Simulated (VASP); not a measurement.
# CoTePb2F6 (I4/mmm) in VASP: single point with PBE

Aim: the single point of CoTePb2F6 with PBE.

Program: VASP 6.6.1. These are calculated values, not measurements. Logs are shortened: lines on timing, memory, paths and dates and some standing lists are left out, and cuts for length are marked.

**1. The cell of the first run**

It takes space group I4/mmm (No. 139, tetragonal). The conventional cell has a = 5.956 Å, b = 5.956 Å, c = 8.421 Å, α = 90.00°, β = 90.00°, γ = 90.00°. Within 3.9 Å of Pb (site symmetry -4m2) lie 12 F at 2.98 Å and 4 Co at 3.65 Å and 4 Te at 3.65 Å. Within 2.9 Å of Co (site symmetry 4/mmm) lie 6 F at 2.19 to 2.20 Å. Te (site symmetry 4/mmm) has 6 F at 2.01 to 2.02 Å within 2.7 Å. F (site symmetry m2m) has 1 Te at 2.01 Å and 1 Co at 2.20 Å within 2.7 Å. Within 2.7 Å of F (site symmetry 4mm) lie 1 Te at 2.02 Å and 1 Co at 2.19 Å.

**2. Single point, PBE**

Contents of INCAR:

```
  PREC = Accurate
  ENCUT = 520
  EDIFF = 1E-6
  ISMEAR = -1
  SIGMA = 0.0572
  LREAL = False
  LASPH = True
  NELM = 80
  ALGO = Normal
  ISIF = 2
  LWAVE = False
  LCHARG = False
  GGA = PE
  NBANDS = 54
```

Contents of KPOINTS:

```
Automatic mesh
0
Gamma
  4 4 4
```

Contents of POSCAR:

```
CoTePb2F6
1.0
   -2.9781270000      2.9781270000      4.2104430000
    2.9781270000     -2.9781270000      4.2104430000
    2.9781270000      2.9781270000     -4.2104430000
Pb Co Te F
2 1 1 6
Direct
    0.2500000000      0.7500000000      0.5000000000
    0.7500000000      0.2500000000      0.5000000000
    0.0000000000      0.0000000000      0.0000000000
    0.5000000000      0.5000000000      0.0000000000
    0.2614500000      0.2614500000      0.5229000000
    0.2614500000      0.7385500000      0.0000000000
    0.7385500000      0.7385500000      0.4771000000
    0.7385500000      0.2614500000      0.0000000000
    0.2596000000      0.2596000000      0.0000000000
    0.7404000000      0.7404000000      0.0000000000
```

Potentials or basis: VASP PAW PBE potentials, release 64 (Pb_d, Co, Te, F).

Run with:

```console
$ cat potpaw_PBE.64/Pb_d/POTCAR potpaw_PBE.64/Co/POTCAR potpaw_PBE.64/Te/POTCAR potpaw_PBE.64/F/POTCAR > POTCAR
$ mpirun -np 1 vasp_std > vasp.out
```

OUTCAR:

```text
PREC = Accurate
   ENCUT = 520
   EDIFF = 1E-6
   ISMEAR = -1
   LREAL = False
   LASPH = True
   NELM = 80
   ISIF = 2
   GGA = PE

 ion  position               nearest neighbor table
   1  0.250  0.750  0.500-   9 2.98  10 2.98   9 2.98  10 2.98   6 2.98   7 2.98   8 2.98   5 2.98
                             6 2.98   8 2.98   5 2.98   7 2.98   4 3.65   4 3.65   4 3.65   4 3.65
   2  0.750  0.250  0.500-   9 2.98  10 2.98   9 2.98  10 2.98   8 2.98   7 2.98   6 2.98   5 2.98
                             8 2.98   6 2.98   7 2.98   5 2.98   4 3.65   4 3.65   4 3.65   4 3.65
   3  0.000  0.000  0.000-   9 2.19  10 2.19   8 2.20   5 2.20   6 2.20   7 2.20
   4  0.500  0.500  0.000-   5 2.01   6 2.01   7 2.01   8 2.01   9 2.02  10 2.02   1 3.65   2 3.65
                             1 3.65   2 3.65   1 3.65   2 3.65   1 3.65   2 3.65
   5  0.261  0.261  0.523-   4 2.01   3 2.20   1 2.98   2 2.98   1 2.98   2 2.98
   6  0.261  0.739  0.000-   4 2.01   3 2.20   2 2.98   1 2.98   1 2.98   2 2.98
   7  0.739  0.739  0.477-   4 2.01   3 2.20   1 2.98   2 2.98   2 2.98   1 2.98
   8  0.739  0.261  0.000-   4 2.01   3 2.20   1 2.98   2 2.98   2 2.98   1 2.98
   9  0.260  0.260  0.000-   4 2.02   3 2.19   1 2.98   2 2.98   1 2.98   2 2.98
  10  0.740  0.740  0.000-   4 2.02   3 2.19   1 2.98   2 2.98   1 2.98   2 2.98

  LATTYP: Found a body centered tetragonal cell.
 ALAT       =     5.9562540000
 C/A-ratio  =     1.4137889351

  Lattice vectors:

 A1 = (  -2.9781270000,   2.9781270000,   4.2104430000)
 A2 = (   2.9781270000,  -2.9781270000,   4.2104430000)
 A3 = (   2.9781270000,   2.9781270000,  -4.2104430000)

Analysis of symmetry for initial positions (statically):
=====================================================================
 Subroutine PRICEL returns:
 Original cell was already a primitive cell.

 Routine SETGRP: Setting up the symmetry group for a
 body centered tetragonal supercell.

 Subroutine GETGRP returns: Found 16 space group operations
 (whereof 16 operations were pure point group operations)
 out of a pool of 16 trial point group operations.

The static configuration has the point symmetry D_4h.

Analysis of symmetry for dynamics (positions and initial velocities):
=====================================================================
 Subroutine PRICEL returns:
 Original cell was already a primitive cell.

 Routine SETGRP: Setting up the symmetry group for a
 body centered tetragonal supercell.

 Subroutine GETGRP returns: Found 16 space group operations
 (whereof 16 operations were pure point group operations)
 out of a pool of 16 trial point group operations.

The dynamic configuration has the point symmetry D_4h.

 Subroutine INISYM returns: Found 16 space group operations
 (whereof 16 operations are pure point group operations),
 and found     1 'primitive' translations

----------------------------------------------------------------------------------------

                                     Primitive cell

  volume of cell :     149.3737

  direct lattice vectors                    reciprocal lattice vectors
    -2.978127000  2.978127000  4.210443000     0.000000000  0.167890758  0.118752350
     2.978127000 -2.978127000  4.210443000     0.167890758  0.000000000  0.118752350
     2.978127000  2.978127000 -4.210443000     0.167890758  0.167890758  0.000000000

  length of vectors
     5.955359864  5.955359864  5.955359864     0.205643933  0.205643933  0.237433387

  position of ions in fractional coordinates (direct lattice)
     0.250000000  0.750000000  0.500000000
     0.750000000  0.250000000  0.500000000
     0.000000000  0.000000000  0.000000000
     0.500000000  0.500000000  0.000000000
     0.261450000  0.261450000  0.522900000
     0.261450000  0.738550000  0.000000000
     0.738550000  0.738550000  0.477100000
     0.738550000  0.261450000  0.000000000
     0.259600000  0.259600000  0.000000000
     0.740400000  0.740400000  0.000000000

  ion indices of the primitive-cell ions
   primitive index   ion index
                 1           1
                 2           2
                 3           3
                 4           4
                 5           5
                 6           6
                 7           7
                 8           8
                 9           9
                10          10

----------------------------------------------------------------------------------------

 KPOINTS: Automatic mesh

Automatic generation of k-mesh.
 Grid dimensions read from file:
 generate k-points for:    4    4    4

 Generating k-lattice:

  Cartesian coordinates                     Fractional coordinates (reciprocal lattice)
     0.000000000  0.041972690  0.029688087     0.250000000 -0.000000000  0.000000000
     0.041972690  0.000000000  0.029688087    -0.000000000  0.250000000  0.000000000
     0.041972690  0.041972690  0.000000000     0.000000000  0.000000000  0.250000000

  Length of vectors
     0.051410983  0.051410983  0.059358347

  Shift w.r.t. Gamma in fractional coordinates (k-lattice)
     0.000000000  0.000000000  0.000000000

 Subroutine IBZKPT returns following result:
 ===========================================

 Found     13 irreducible k-points:

 Following reciprocal coordinates:
            Coordinates               Weight
  0.000000  0.000000  0.000000      1.000000
  0.250000  0.000000  0.000000      8.000000
  0.500000  0.000000  0.000000      4.000000
  0.250000  0.250000  0.000000      8.000000
  0.500000  0.250000  0.000000     16.000000
 -0.250000  0.250000  0.000000      4.000000
  0.500000  0.500000  0.000000      2.000000
  0.250000  0.250000  0.250000      2.000000
 -0.250000  0.250000  0.250000      4.000000
  0.500000  0.500000  0.250000      4.000000
 -0.250000  0.500000  0.250000      8.000000
 -0.250000 -0.250000  0.250000      2.000000
  0.500000  0.500000  0.500000      1.000000
   k-points           NKPTS =     13   k-points in BZ     NKDIM =     13   number of bands    NBANDS=     54
   number of dos      NEDOS =    301   number of ions     NIONS =     10
   total plane-waves  NPLWV = 110592
   dimension x,y,z NGX =    48 NGY =   48 NGZ =   48
   dimension x,y,z NGXF=    96 NGYF=   96 NGZF=   96
   ions per type =               2   1   1   6
   NGX,Y,Z   is equivalent  to a cutoff of  13.40, 13.40, 13.40 a.u.
   NGXF,Y,Z  is equivalent  to a cutoff of  26.80, 26.80, 26.80 a.u.
 SYSTEM =  unknown system
   PREC   = accura    normal or accurate (medium, high low for compatibility)
   ISTART =      0    job   : 0-new  1-cont  2-samecut
   ICHARG =      2    charge: 1-file 2-atom 10-const
   ISPIN  =      1    spin polarized calculation?
   LNONCOLLINEAR =      F non collinear calculations
   LSORBIT =      F    spin-orbit coupling
   LASPH  =      T    aspherical Exc in radial PAW
   ENCUT  =  520.0 eV  38.22 Ry    6.18 a.u.  11.07 11.07 11.07*2*pi/ulx,y,z
   NELM   =     80;   NELMIN=  2; NELMDL= -5     # of ELM steps
   EDIFF  = 0.1E-05   stopping-criterion for ELM
   LREAL  =      F    real-space projection
   EDIFFG = 0.1E-04   stopping-criterion for IOM
   NSW    =      0    number of steps for IOM
   IBRION =     -1    ionic relax: 0-MD 1-quasi-New 2-CG
   NFREE  =      0    steps in history (QN), initial steepest desc. (CG)
   ISIF   =      2    stress and relaxation
   ISYM   =      2    0-nonsym 1-usesym 2-fastsym
   POTIM  = 0.5000    time-step for ionic-motion
   TEBEG  =    0.0;   TEEND  =   0.0 temperature during run
   PSTRESS=    0.0 pullay stress
   NELECT =      85.0000    total number of electrons
   NUPDOWN=      -1.0000    fix difference up-down
   EMIN   =  10.00;   EMAX   =-10.00  energy-range for DOS
   EFERMI =   0.00;   METHOD = LEGACY
   ISMEAR =    -1;   SIGMA  =   0.06  broadening in eV -4-tet -1-fermi 0-gaus
   EFERMI_NEDOS =   21; number of points for ismear=-14 and -15
   IALGO  =     38    algorithm
   IMIX   =      4    mixing-type and parameters
     AMIX     =   0.40;   BMIX     =  1.00
     AMIX_MAG =   1.60;   BMIX_MAG =  1.00
  volume/ion in A,a.u.               =      14.94       100.80
  Fermi-wavevector in a.u.,A,eV,Ry     =   1.356614  2.563629 25.040196  1.840402
  Thomas-Fermi vector in A             =   2.483603
   LORBIT       =      0    0 simple, 1 ext, 2 COOP (PROOUT), +10 PAW based schemes
   GGA     = PE    functional components
   LHFCALC =     F    Hartree Fock is set to
   AEXX    =    0.0000 exact exchange contribution
   IVDW    =     0    specifies the selected vdW correction
   LEPSILON=     F    determine dielectric tensor
   LRPA    =     F    only Hartree local field effects (RPA)
 non-spin polarized calculation
  energy-cutoff  :      520.00
  volume of cell :      149.37
 maximum number of plane-waves:      4044
 NGX is ok and might be reduce to    48
   NGX = 23   NGY = 23   NGZ = 23

 number of electron      85.0000035 magnetization

 Free energy of the ion-electron system (eV)
  ---------------------------------------------------
  ext. energy  EPLUGINS =         0.00000000
  ---------------------------------------------------
  free energy    TOTEN  =       -36.86632339 eV

  energy without entropy =      -36.77303773  energy(sigma->0) =      -36.81968056

 E-fermi :   7.5152     XC(G=0): -10.5025

 val. band max:        7.5032952552   @ k =   0.5000   0.5000   0.2500
 cond. band min:       7.5187606270   @ k =   0.2500   0.0000   0.0000
 fundamental gap:      0.0154653718
 Fermi energy:         7.5151818286

 k-point     1 :       0.0000    0.0000    0.0000
  band No.  band energies     occupation
      1     -19.4439      2.00000
      2     -18.7339      2.00000
      3     -18.7339      2.00000
      4     -18.6712      2.00000
      5     -18.3883      2.00000
      6     -18.3590      2.00000
[... 46 lines left out ...]
     53      13.5273      0.00000
     54      13.5323      0.00000
[... 682 lines left out ...]
     53      14.7177      0.00000
     54      15.1252      0.00000

------------------------ aborting loop because EDIFF is reached ----------------------------------------

  FORCE on cell =-STRESS in cart. coord.  units (eV):
  Direction    XX          YY          ZZ          XY          YZ          ZX
  --------------------------------------------------------------------------------------
  -------------------------------------------------------------------------------------
  Total       17.4507215     17.4507215     16.7695478      0.0000000     -0.0000000      0.0000000
  in kB      187.1758264    187.1758264    179.8695805      0.0000000     -0.0000000      0.0000000
  external PRESSURE =     184.7404111 kB  Pullay stress =       0.0000000 kB

 VOLUME and BASIS-vectors are now :
 -----------------------------------------------------------------------------
  energy-cutoff  :      520.00
  volume of cell :      149.37
      direct lattice vectors                 reciprocal lattice vectors
    -2.978127000  2.978127000  4.210443000     0.000000000  0.167890758  0.118752350
     2.978127000 -2.978127000  4.210443000     0.167890758  0.000000000  0.118752350
     2.978127000  2.978127000 -4.210443000     0.167890758  0.167890758  0.000000000

 POSITION                                       TOTAL-FORCE (eV/Angst)
 -----------------------------------------------------------------------------------
      2.97813      0.00000      2.10522        -0.000000      0.000000     -0.000000
      0.00000      2.97813      2.10522        -0.000000      0.000000      0.000000
      0.00000      0.00000      0.00000        -0.000000      0.000000     -0.000000
      0.00000      0.00000      4.21044        -0.000000      0.000000      0.000000
      1.55726      1.55726      0.00000        -1.927207     -1.927207      0.000000
      1.42086     -1.42086      4.21044         1.927207     -1.927207     -0.000000
      1.42086      1.42086      4.21044         1.927207      1.927207      0.000000
     -1.42086      1.42086      4.21044        -1.927207      1.927207      0.000000
      0.00000      0.00000      2.18606        -0.000000      0.000000     -2.554374
      0.00000      0.00000      6.23482        -0.000000      0.000000      2.554374
 -----------------------------------------------------------------------------------
    total drift:                                0.000000     -0.000000     -0.000000

  FREE ENERGIE OF THE ION-ELECTRON SYSTEM (eV)
  ---------------------------------------------------
  free  energy   TOTEN  =       -36.8663233922 eV

  energy  without entropy=      -36.7730377279  energy(sigma->0) =      -36.81968056
```

Wall time 9.3 min (1 thread of AMD EPYC 7R43 (Zen 3), shared host); peak memory 0.32 GiB.

What came out:

- Free energy: -36.8663 eV
- Pressure: 18.5 GPa
- Largest force: 2.725 eV/Å
- Band gap on the k mesh: zero (an odd number of electrons rules out a gap without spin polarisation)

Forces on the atoms (eV/Å):
```
Pb   0.000  0.000  0.000
Pb   0.000  0.000  0.000
Co   0.000  0.000  0.000
Te   0.000  0.000  0.000
F   -1.927 -1.927  0.000
F    1.927 -1.927  0.000
F    1.927  1.927  0.000
F   -1.927  1.927  0.000
F    0.000  0.000 -2.554
F    0.000  0.000  2.554
```

Levels at points of the mesh, in eV from the Fermi level:
| k point | band 41 | band 42 | band 43 | band 44 | band 45 | band 46 |
| --- | --- | --- | --- | --- | --- | --- |
| (0.00, 0.00, 0.00) | 0.08 | 0.10 | 1.20 | 1.20 | 1.20 | 1.39 |
| (0.50, 0.00, 0.00) | -0.31 | -0.30 | -0.18 | 0.33 | 1.08 | 1.09 |
| (0.50, 0.50, 0.00) | -0.53 | -0.31 | -0.30 | 0.10 | 0.43 | 1.60 |
| (0.50, 0.50, 0.50) | -0.53 | -0.30 | -0.30 | 0.09 | 0.44 | 1.60 |

Caveat: the cell stands under pressure; spin-orbit coupling is left out, which moves the levels of the heavy elements; an odd number of electrons without spin polarisation forces a metal; a magnetic or distorted state may lie lower; the run has no spin polarisation, though such a crystal can be magnetic; semilocal functionals often make such compounds metallic where correlation or magnetic order opens a gap, which also shifts bond lengths.
